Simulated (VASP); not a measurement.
Os, 2 atoms in the cell. Symmetry: P6_3/mmc, No. 194, hexagonal system. Conventional cell: a = 2.770 Å, b = 2.770 Å, c = 4.377 Å, α = 90.00°, β = 90.00°, γ = 120.00°. Within 3.6 Å of Os (site symmetry -6m2) lie 12 Os at 2.71 to 2.77 Å. 

```yaml
Program: VASP 6.6.1
Task: single point
Functional: PBE
Dispersion: D4
Potentials_or_basis: VASP PAW PBE potentials, release 64 (Os)
Cutoff: 520 eV
k_mesh: 11 × 11 × 6
Occupations: fermi-dirac, width 0.05 eV
Spin: no spin polarisation
Dipole_correction: no
Further_INCAR_settings: ALGO = Fast; EDIFF = 1e-07; NBANDS = 15
```

Potentials or basis: VASP PAW PBE potentials, release 64 (Os).

Command:

```bash
$ cat potpaw_PBE.64/Os/POTCAR > POTCAR
$ mpirun -np 1 vasp_std > vasp.out
```

Hardware: 1 thread of Intel(R) Xeon(R) 6975P-C (Granite Rapids) (shared host).

Q: Estimate the wall time of this run.

A: Wall time 13 s on 1 thread of Intel(R) Xeon(R) 6975P-C (Granite Rapids), on a shared host, peak memory 0.16 GiB. Counts: scf iterations 15, k points 64.
